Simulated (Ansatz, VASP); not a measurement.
**Sn7O8 in VASP and in Ansatz**

```
Sn O
1.0
    -0.00450    5.35748   -0.00054
    -5.35740    0.00450    0.00097
    -0.00207   -0.00122    9.08235
Sn O
7 8
Direct
  0.24749 0.00038 0.85932
  0.74748 0.00038 0.11901
  0.24751 0.50040 0.11902
  0.24758 0.00022 0.37594
  0.74762 0.50019 0.37660
  0.74741 0.00054 0.64789
  0.24736 0.50052 0.64791
  0.49923 0.25206 0.24796
  0.99585 0.74857 0.24795
  0.48924 0.75864 0.74952
  0.00561 0.24228 0.74958
  0.48956 0.24259 0.75025
  0.00529 0.75833 0.75028
  0.49937 0.74855 0.24768
  0.99571 0.25209 0.24763
```

Alike in both runs: functional PBEsol; k mesh 4 × 4 × 3; occupations gaussian, width 0.1 eV; no spin polarisation.

Ansatz relaxed the structure, and its values are those at the end. VASP's run is a single point on that final structure, the one shown.

|  | VASP | Ansatz |
| --- | --- | --- |
| version | VASP 6.6.1 | Ansatz 0.2.0 |
| potentials or method | VASP PAW PBE potentials, release 64 (Sn_d, O), cutoff 520 eV | scalar-relativistic, plane waves, PAW |
| valence electrons in the cell | 146 | 146 |

Ansatz gave:

```
gap on the k mesh at the Fermi level (eV) : none
pressure (GPa)                            : -0.1
rms of the force components (eV/Å)        : 0.003
```

Question: What did VASP give for the same quantities?

Answer: gap on the k mesh at the Fermi level (eV): none; pressure (GPa): 0.2; rms of the force components (eV/Å): 0.035.

VASP's potentials were made for PBE, not for PBEsol. A gap of «none» marks a metal or a gap that the smearing closes.
